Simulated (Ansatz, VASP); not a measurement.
# B3AsN2 in VASP and in Ansatz

```xyz
6
Lattice="-1.4267 4.2911 2.0123 1.4267 -4.2911 2.0123 1.4267 4.2911 -2.0123" Properties=species:S:1:pos:R:3 pbc="T T T"
N     0.0000    2.7996   -0.0260
N     0.0000    5.7826   -0.0260
B     1.4267    2.6481    0.8854
B     0.0000    1.6430    2.8977
B     1.4267    0.0000    1.2978
As    0.0000    0.0000    0.0018
```

Alike in both runs: task single point; functional r2SCAN; k mesh 10 × 10 × 10; no spin polarisation.

|  | VASP | Ansatz |
| --- | --- | --- |
| version | VASP 6.6.1 | Ansatz 0.2.0 |
| potentials or method | VASP PAW PBE potentials, release 64 (N, B, As) | plane waves, PAW |
| plane-wave cutoff (eV) | 520 | 500 |
| occupations | gaussian, width 0.01 eV | fixed |
| valence electrons in the cell | 24 | 34 |

|  | VASP | Ansatz | Ansatz less VASP |
| --- | --- | --- | --- |
| gap on the k mesh at the Fermi level (eV) | 0.38 | 0.39 | +0.008 |
| pressure (GPa) | 0.9 | 0.0 | -0.91 |
| rms of the force components (eV/Å) | 0.028 | 0.003 | -0.0253 |

VASP's potentials were made for PBE, not for r2SCAN. VASP's potentials hold 24 valence electrons a cell and Ansatz's 34, so a difference there can come from the potentials and not from the codes.
